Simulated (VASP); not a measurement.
# MgSe (Fm-3m) in VASP: notebook

MgSe is run at these levels: PBE; tasks: single point.

Program: VASP 6.6.1. These are calculated values, not measurements. Logs are shortened: lines on timing, memory, paths and dates and some standing lists are left out, and cuts for length are marked.

### Step 1. The cell of the first run

The structure is cubic, space group Fm-3m (No. 225). Conventional cell: a = 5.132 Å, b = 5.132 Å, c = 5.132 Å, α = 90.00°, β = 90.00°, γ = 90.00°. Mg (site symmetry m-3m) has 6 Se at 2.57 Å within 3.4 Å. Within 3.4 Å of Se (site symmetry m-3m) lie 6 Mg at 2.57 Å.

### Step 2. Single point, PBE

Contents of INCAR:

```
SYSTEM = MgSe
  ALGO = Normal
  EDIFF = 1E-6
  ENCUT = 600
  GGA = PE
  GGA_COMPAT = .FALSE.
  ISIF = 2
  ISMEAR = 0
  LASPH = .TRUE.
  LCHARG = .TRUE.
  LELF = .TRUE.
  LREAL = .FALSE.
  LVHAR = .TRUE.
  LWAVE = .FALSE.
  NBANDS = 11
  NELM = 120
  PREC = Accurate
  SIGMA = 0.01
```

Contents of KPOINTS:

```
k-points
0
G
  6 6 6
  0 0 0
```

Contents of POSCAR:

```
MgSe
1.0
    0.0000000000      2.5661529229      2.5661529229
    2.5661529229      0.0000000000      2.5661529229
    2.5661529229      2.5661529229      0.0000000000
Mg Se
1 1
Direct
    0.0000000000      0.0000000000      0.0000000000
    0.5000000000      0.5000000000      0.5000000000
```

Potentials or basis: VASP PAW PBE potentials, release 64 (Mg, Se).

Command:

```
cat potpaw_PBE.64/Mg/POTCAR potpaw_PBE.64/Se/POTCAR > POTCAR
mpirun -np 1 vasp_std > vasp.out
```

OUTCAR:

```text
SYSTEM = MgSe
   EDIFF = 1E-6
   ENCUT = 600
   GGA = PE
   ISIF = 2
   ISMEAR = 0
   LASPH = .TRUE.
   LREAL = .FALSE.
   NELM = 120
   PREC = Accurate

 ion  position               nearest neighbor table
   1  0.000  0.000  0.000-   2 2.57   2 2.57   2 2.57   2 2.57   2 2.57   2 2.57
   2  0.500  0.500  0.500-   1 2.57   1 2.57   1 2.57   1 2.57   1 2.57   1 2.57

  LATTYP: Found a face centered cubic cell.
 ALAT       =     5.1323058458

  Lattice vectors:

 A1 = (   0.0000000000,   2.5661529229,   2.5661529229)
 A2 = (   2.5661529229,   0.0000000000,   2.5661529229)
 A3 = (   2.5661529229,   2.5661529229,   0.0000000000)

Analysis of symmetry for initial positions (statically):
=====================================================================
 Subroutine PRICEL returns:
 Original cell was already a primitive cell.

 Routine SETGRP: Setting up the symmetry group for a
 face centered cubic supercell.

 Subroutine GETGRP returns: Found 48 space group operations
 (whereof 48 operations were pure point group operations)
 out of a pool of 48 trial point group operations.

The static configuration has the point symmetry O_h .

Analysis of symmetry for dynamics (positions and initial velocities):
=====================================================================
 Subroutine PRICEL returns:
 Original cell was already a primitive cell.

 Routine SETGRP: Setting up the symmetry group for a
 face centered cubic supercell.

 Subroutine GETGRP returns: Found 48 space group operations
 (whereof 48 operations were pure point group operations)
 out of a pool of 48 trial point group operations.

The dynamic configuration has the point symmetry O_h .

 Subroutine INISYM returns: Found 48 space group operations
 (whereof 48 operations are pure point group operations),
 and found     1 'primitive' translations

----------------------------------------------------------------------------------------

                                     Primitive cell

  volume of cell :      33.7970

  direct lattice vectors                    reciprocal lattice vectors
     0.000000000  2.566152923  2.566152923    -0.194844195  0.194844195  0.194844195
     2.566152923  0.000000000  2.566152923     0.194844195 -0.194844195  0.194844195
     2.566152923  2.566152923  0.000000000     0.194844195  0.194844195 -0.194844195

  length of vectors
     3.629088267  3.629088267  3.629088267     0.337480045  0.337480045  0.337480045

  position of ions in fractional coordinates (direct lattice)
     0.000000000  0.000000000  0.000000000
     0.500000000  0.500000000  0.500000000
[... 78 lines left out ...]
   PSTRESS=    0.0 pullay stress
   NELECT =       8.0000    total number of electrons
   NUPDOWN=      -1.0000    fix difference up-down
   EMIN   =  10.00;   EMAX   =-10.00  energy-range for DOS
   EFERMI =   0.00;   METHOD = LEGACY
   ISMEAR =     0;   SIGMA  =   0.01  broadening in eV -4-tet -1-fermi 0-gaus
   EFERMI_NEDOS =   21; number of points for ismear=-14 and -15
   IALGO  =     38    algorithm
   IMIX   =      4    mixing-type and parameters
     AMIX     =   0.40;   BMIX     =  1.00
     AMIX_MAG =   1.60;   BMIX_MAG =  1.00
  volume/ion in A,a.u.               =      16.90       114.04
  Fermi-wavevector in a.u.,A,eV,Ry     =   1.012696  1.913717 13.953490  1.025553
  Thomas-Fermi vector in A             =   2.145820
   LORBIT       =      0    0 simple, 1 ext, 2 COOP (PROOUT), +10 PAW based schemes
   GGA     = PE    functional components
   LHFCALC =     F    Hartree Fock is set to
   AEXX    =    0.0000 exact exchange contribution
   IVDW    =     0    specifies the selected vdW correction
   LEPSILON=     F    determine dielectric tensor
   LRPA    =     F    only Hartree local field effects (RPA)
 non-spin polarized calculation
 Gauss-broadening in eV      SIGMA  =   0.01
  energy-cutoff  :      600.00
  volume of cell :       33.80
 maximum number of plane-waves:      1158
 NGX is ok and might be reduce to    30
   NGX = 15   NGY = 15   NGZ = 15

 number of electron       8.0000000 magnetization

 Free energy of the ion-electron system (eV)
  ---------------------------------------------------
  ext. energy  EPLUGINS =         0.00000000
  ---------------------------------------------------
  free energy    TOTEN  =        -7.07502744 eV

  energy without entropy =       -7.07502744  energy(sigma->0) =       -7.07502744

 E-fermi :   5.0162     XC(G=0): -10.2428

 val. band max:        4.9296658249   @ k =   0.0000   0.0000   0.0000
 cond. band min:       7.0230603760   @ k =   0.5000   0.5000   0.0000
 fundamental gap:      2.0933945510
 Fermi energy:         5.0161537374

 k-point     1 :       0.0000    0.0000    0.0000
  band No.  band energies     occupation
      1      -9.1751      2.00000
      2       4.9297      2.00000
      3       4.9297      2.00000
      4       4.9297      2.00000
      5       8.9166      0.00000
      6      12.2033      0.00000
      7      12.2033      0.00000
      8      12.2033      0.00000
      9      15.1914      0.00000
     10      15.1914      0.00000
     11      16.0471      0.00000
[... 197 lines left out ...]
 k-point    16 :      -0.3333    0.5000    0.1667
  band No.  band energies     occupation
      1      -7.0374      2.00000
      2       0.0847      2.00000
      3       1.4823      2.00000
      4       1.9518      2.00000
      5       9.0402      0.00000
      6      10.5473      0.00000
      7      13.9878      0.00000
      8      15.1275      0.00000
      9      19.3011      0.00000
     10      20.4290      0.00000
     11      21.0800      0.00000

------------------------ aborting loop because EDIFF is reached ----------------------------------------

  FORCE on cell =-STRESS in cart. coord.  units (eV):
  Direction    XX          YY          ZZ          XY          YZ          ZX
  --------------------------------------------------------------------------------------
  -------------------------------------------------------------------------------------
  Total        4.2025279      4.2025279      4.2025279      0.0000000     -0.0000000     -0.0000000
  in kB      199.2248885    199.2248885    199.2248885      0.0000000     -0.0000000     -0.0000000
  external PRESSURE =     199.2248885 kB  Pullay stress =       0.0000000 kB

 VOLUME and BASIS-vectors are now :
 -----------------------------------------------------------------------------
  energy-cutoff  :      600.00
  volume of cell :       33.80
      direct lattice vectors                 reciprocal lattice vectors
     0.000000000  2.566152923  2.566152923    -0.194844195  0.194844195  0.194844195
     2.566152923  0.000000000  2.566152923     0.194844195 -0.194844195  0.194844195
     2.566152923  2.566152923  0.000000000     0.194844195  0.194844195 -0.194844195

 POSITION                                       TOTAL-FORCE (eV/Angst)
 -----------------------------------------------------------------------------------
      0.00000      0.00000      0.00000        -0.000000     -0.000000     -0.000000
      2.56615      2.56615      2.56615         0.000000      0.000000      0.000000
 -----------------------------------------------------------------------------------
    total drift:                               -0.000000     -0.000000      0.000000

  FREE ENERGIE OF THE ION-ELECTRON SYSTEM (eV)
  ---------------------------------------------------
  free  energy   TOTEN  =        -7.0750274407 eV

  energy  without entropy=       -7.0750274407  energy(sigma->0) =       -7.07502744
```

OSZICAR:

```text
N       E                     dE             d eps       ncg     rms          rms(c)
DAV:   1     0.272508407914E+02    0.27251E+02   -0.41144E+03   352   0.688E+02
DAV:   2    -0.581984730652E+01   -0.33071E+02   -0.31604E+02   452   0.110E+02
DAV:   3    -0.732075012833E+01   -0.15009E+01   -0.14992E+01   451   0.237E+01
DAV:   4    -0.732689156929E+01   -0.61414E-02   -0.61412E-02   400   0.174E+00
DAV:   5    -0.732692433291E+01   -0.32764E-04   -0.32764E-04   425   0.126E-01    0.342E+00
DAV:   6    -0.711432622988E+01    0.21260E+00   -0.31830E-01   391   0.231E+00    0.226E+00
DAV:   7    -0.707483381536E+01    0.39492E-01   -0.18544E-01   385   0.187E+00    0.103E+00
DAV:   8    -0.707505666370E+01   -0.22285E-03   -0.69181E-03   397   0.464E-01    0.235E-01
DAV:   9    -0.707501853340E+01    0.38130E-04   -0.14846E-04   394   0.754E-02    0.932E-02
DAV:  10    -0.707502947164E+01   -0.10938E-04   -0.54453E-05   405   0.362E-02    0.222E-02
DAV:  11    -0.707502722987E+01    0.22418E-05   -0.12287E-05   391   0.149E-02    0.438E-03
DAV:  12    -0.707502744067E+01   -0.21080E-06   -0.46333E-07   209   0.412E-03
   1 F= -.70750274E+01 E0= -.70750274E+01  d E =-.255935E-36
```

Run time: 12 s. Hardware: 1 thread of Intel Xeon Platinum 8259CL at 2.50GHz (Skylake/Cascade Lake), shared host; peak memory 0.17 GiB.

What came out:

* Free energy: -7.0750 eV
* Pressure: 19.9 GPa
* Band gap on the k mesh: 2.09 eV, indirect (least direct gap 3.99 eV)

Levels at points of the mesh, in eV from the valence-band top:
```csv
k point,band 1,band 2,band 3,band 4,band 5,band 6,band 7,band 8
"(0.00, 0.00, 0.00)",-14.10,0.00,0.00,0.00,3.99,7.27,7.27,7.27
"(0.50, 0.00, 0.00)",-12.49,-6.05,-0.83,-0.83,4.03,6.28,6.28,9.85
"(0.50, 0.50, 0.00)",-12.01,-5.36,-2.28,-2.28,2.09,3.33,13.34,13.62
```

### Step 3. Single point, PBE

This run uses another cell than the first one, of 19.46 Å³/atom, 1.152 times its volume.

Contents of INCAR:

```
PREC     = Accurate       # precision mode
ENCUT    = 600            # plane-wave cutoff, eV
EDIFF    = 1E-6           # SCF threshold, eV
ISMEAR   = 0              # smearing method
SIGMA    = 0.01           # smearing width, eV
LREAL    = F              # projectors in reciprocal space
LASPH    = T              # aspherical terms in the spheres
NELM     = 120            # most SCF steps
ALGO     = Normal         # electronic algorithm
ISIF     = 2              # what is computed and relaxed
LWAVE    = F              # write WAVECAR
LCHARG   = T              # write CHGCAR
GGA      = PE             # functional
LELF     = T              # ELF
LVHAR    = T            
NBANDS   = 11             # bands
GGA_COMPAT= F
```

Contents of KPOINTS:

```
Automatic mesh
0
Gamma
  6 6 6
```

Contents of POSCAR:

```
MgSe
1.0
    0.0000000000      2.6899903080      2.6899903080
    2.6899903080      0.0000000000      2.6899903080
    2.6899903080      2.6899903080      0.0000000000
Mg Se
1 1
Direct
    0.0000000000      0.0000000000      0.0000000000
    0.5000000000      0.5000000000      0.5000000000
```

Potentials or basis: VASP PAW PBE potentials, release 64 (Mg, Se).

Command:

```
cat potpaw_PBE.64/Mg/POTCAR potpaw_PBE.64/Se/POTCAR > POTCAR
mpirun -np 1 vasp_std > vasp.out
```

It took 12 s on 1 thread of Intel Xeon Platinum 8259CL at 2.50GHz (Skylake/Cascade Lake), shared host; peak memory 0.16 GiB.

Results (log left out):

| Quantity | Value |
| --- | --- |
| Free energy | -7.4459 eV |
| Pressure | 4.9 GPa |
| Band gap on the k mesh | 1.86 eV, indirect (least direct gap 2.87 eV) |

Levels at points of the mesh, in eV from the valence-band top:
```
           k point  band 1  band 2  band 3  band 4  band 5  band 6  band 7  band 8
(0.00, 0.00, 0.00)  -13.17    0.00    0.00    0.00    2.87    7.39    7.39    7.39
(0.50, 0.00, 0.00)  -11.95   -5.17   -0.63   -0.63    3.87    6.14    6.14    8.92
(0.50, 0.50, 0.00)  -11.60   -4.49   -1.89   -1.89    1.86    3.84   12.14   12.56
```

A k mesh can miss the band edges.
